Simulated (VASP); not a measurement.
# Pb (Fm-3m) in VASP: a series of runs, part 2 of 2

VASP 6.6.1. The steps go on from the part before.

## Step 5: Single point, PBE (volume scaled by 0.98)

File INCAR:

```
SYSTEM = Pb
PREC = Accurate
ENCUT = 520
EDIFF = 1E-6
ISMEAR = -1
SIGMA = 0.05
LREAL = .FALSE.
LASPH = .TRUE.
NELM = 100
ALGO = Normal
ISIF = 2
LWAVE = .FALSE.
LCHARG = .TRUE.
GGA = PE
LELF = .TRUE.
LVHAR = .TRUE.
NBANDS = 13
```

File KPOINTS:

```
Automatic mesh
0
G
  9 9 9
  0 0 0
```

File POSCAR:

```
Pb
1.0
    0.0000000000      2.4584086270      2.4584086270
    2.4584086270      0.0000000000      2.4584086270
    2.4584086270      2.4584086270      0.0000000000
Pb
1
Direct
    0.0000000000      0.0000000000      0.0000000000
```

Potentials or basis: VASP PAW PBE potentials, release 64 (Pb_d).

Launch:

```bash
$ cat potpaw_PBE.64/Pb_d/POTCAR > POTCAR
$ mpirun -np 1 vasp_std > vasp.out
```

OUTCAR:

```text
SYSTEM = Pb
   PREC = Accurate
   ENCUT = 520
   EDIFF = 1E-6
   ISMEAR = -1
   LREAL = .FALSE.
   LASPH = .TRUE.
   NELM = 100
   ISIF = 2
   GGA = PE

 ion  position               nearest neighbor table
   1  0.000  0.000  0.000-

  LATTYP: Found a face centered cubic cell.
 ALAT       =     4.9168172540

  Lattice vectors:

 A1 = (   0.0000000000,   2.4584086270,   2.4584086270)
 A2 = (   2.4584086270,   0.0000000000,   2.4584086270)
 A3 = (   2.4584086270,   2.4584086270,   0.0000000000)

Analysis of symmetry for initial positions (statically):
[... 5 lines left out ...]
 face centered cubic supercell.

 Subroutine GETGRP returns: Found 48 space group operations
 (whereof 48 operations were pure point group operations)
 out of a pool of 48 trial point group operations.

The static configuration has the point symmetry O_h .

Analysis of symmetry for dynamics (positions and initial velocities):
[... 5 lines left out ...]
 face centered cubic supercell.

 Subroutine GETGRP returns: Found 48 space group operations
 (whereof 48 operations were pure point group operations)
 out of a pool of 48 trial point group operations.

The dynamic configuration has the point symmetry O_h .

 Subroutine INISYM returns: Found 48 space group operations
 (whereof 48 operations are pure point group operations),
 and found     1 'primitive' translations

[... 144 lines left out ...]
 fundamental gap:      0.2250120785
 Fermi energy:         7.3581020901

 k-point     1 :       0.0000    0.0000    0.0000
  band No.  band energies     occupation
      1      -9.5800      2.00000
      2      -9.5800      2.00000
      3      -9.5800      2.00000
      4      -9.4308      2.00000
      5      -9.4308      2.00000
      6      -4.3836      2.00000
      7      15.0891      0.00000
      8      15.0891      0.00000
      9      15.0891      0.00000
     10      17.2852      0.00000
     11      19.1078      0.00000
     12      20.1451      0.00000
     13      20.1451      0.00000
[... 354 lines left out ...]
  band No.  band energies     occupation
      1      -9.7493      2.00000
      2      -9.6531      2.00000
      3      -9.3039      2.00000
      4      -9.2630      2.00000
      5      -9.2630      2.00000
      6       0.3519      2.00000
      7       4.7492      2.00000
      8       9.6849      0.00000
      9       9.6849      0.00000
     10      13.0465      0.00000
     11      14.2675      0.00000
     12      25.8894      0.00000
     13      27.7008      0.00000

 [... further k-points ...]
[... 5 lines left out ...]
  --------------------------------------------------------------------------------------
  -------------------------------------------------------------------------------------
  Total        0.6110559      0.6110559      0.6110559      0.0000000     -0.0000000     -0.0000000
  in kB       32.9457459     32.9457459     32.9457459      0.0000000     -0.0000000     -0.0000000
  external PRESSURE =      32.9457459 kB  Pullay stress =       0.0000000 kB

 VOLUME and BASIS-vectors are now :
 -----------------------------------------------------------------------------
  energy-cutoff  :      520.00
  volume of cell :       29.72
      direct lattice vectors                 reciprocal lattice vectors
     0.000000000  2.458408627  2.458408627    -0.203383601  0.203383601  0.203383601
     2.458408627  0.000000000  2.458408627     0.203383601 -0.203383601  0.203383601
     2.458408627  2.458408627  0.000000000     0.203383601  0.203383601 -0.203383601

 POSITION                                       TOTAL-FORCE (eV/Angst)
 -----------------------------------------------------------------------------------
      0.00000      0.00000      0.00000        -0.000000      0.000000     -0.000000
 -----------------------------------------------------------------------------------
    total drift:                               -0.000000     -0.000000     -0.000000

  FREE ENERGIE OF THE ION-ELECTRON SYSTEM (eV)
  ---------------------------------------------------
  free  energy   TOTEN  =        -3.5596226099 eV

  energy  without entropy=       -3.5565663494  energy(sigma->0) =       -3.55809448
```

OSZICAR:

```text
N       E                     dE             d eps       ncg     rms          rms(c)
DAV:   1     0.109164643075E+03    0.10916E+03   -0.70343E+03   915   0.125E+03
DAV:   2     0.184241206074E+01   -0.10732E+03   -0.10376E+03   940   0.314E+02
DAV:   3    -0.344552160971E+01   -0.52879E+01   -0.52692E+01  1141   0.757E+01
DAV:   4    -0.356696598972E+01   -0.12144E+00   -0.12142E+00  1150   0.120E+01
DAV:   5    -0.357209354870E+01   -0.51276E-02   -0.51274E-02  1275   0.233E+00    0.546E-01
DAV:   6    -0.356217423808E+01    0.99193E-02   -0.12988E-02  1188   0.204E+00    0.270E-01
DAV:   7    -0.355971014371E+01    0.24641E-02   -0.57858E-03  1180   0.127E+00    0.886E-02
DAV:   8    -0.355962687911E+01    0.83265E-04   -0.41886E-04  1273   0.326E-01    0.983E-03
DAV:   9    -0.355962368327E+01    0.31958E-05   -0.98056E-06  1274   0.551E-02    0.492E-03
DAV:  10    -0.355962258091E+01    0.11024E-05   -0.80970E-07   775   0.836E-03    0.304E-04
DAV:  11    -0.355962260986E+01   -0.28954E-07   -0.62041E-08   720   0.374E-03
   1 F= -.35596226E+01 E0= -.35580945E+01  d E =-.305626E-02
```

Run time: 6.1 s. Hardware: 1 thread of Intel Xeon 6975P-C (Granite Rapids), shared host; peak memory 0.16 GiB.

What came out:

- Free energy: -3.5596 eV
- Pressure: 3.3 GPa
- Band gap on the k mesh: zero (band 7 reaches 15.09 eV, above the bottom of band 8 at 5.92 eV)

Levels at points of the mesh, in eV from the Fermi level:
```
           k point  band 3  band 4  band 5  band 6  band 7  band 8  band 9  band 10  band 11  band 12
(0.00, 0.00, 0.00)  -16.94  -16.79  -16.79  -11.74    7.73    7.73    7.73     9.93    11.75    12.79
```

Caveat: spin-orbit coupling is left out, which moves the levels of the heavy elements.

## Step 6: The runs side by side

```tsv
cell	gap on the mesh (eV)	pressure (GPa)
a = 3.569 Å, angles 60.0°, 1 atom	none	-0.4
a = 3.429 Å, angles 60.0°, 1 atom	none	5.9
a = 3.453 Å, angles 60.0°, 1 atom	none	4.5
a = 3.477 Å, angles 60.0°, 1 atom	none	3.3
```

Alike in all rows: task single point; level PBE; potentials or basis VASP PAW PBE potentials, release 64 (Pb_d); no spin polarisation; k mesh 9 × 9 × 9; cutoff (eV) 520; smearing fermi-dirac 0.05 eV.

Caveats: spin-orbit coupling is left out, which moves the levels of the heavy elements.

Absolute energies hang on the potentials; compare differences alone.
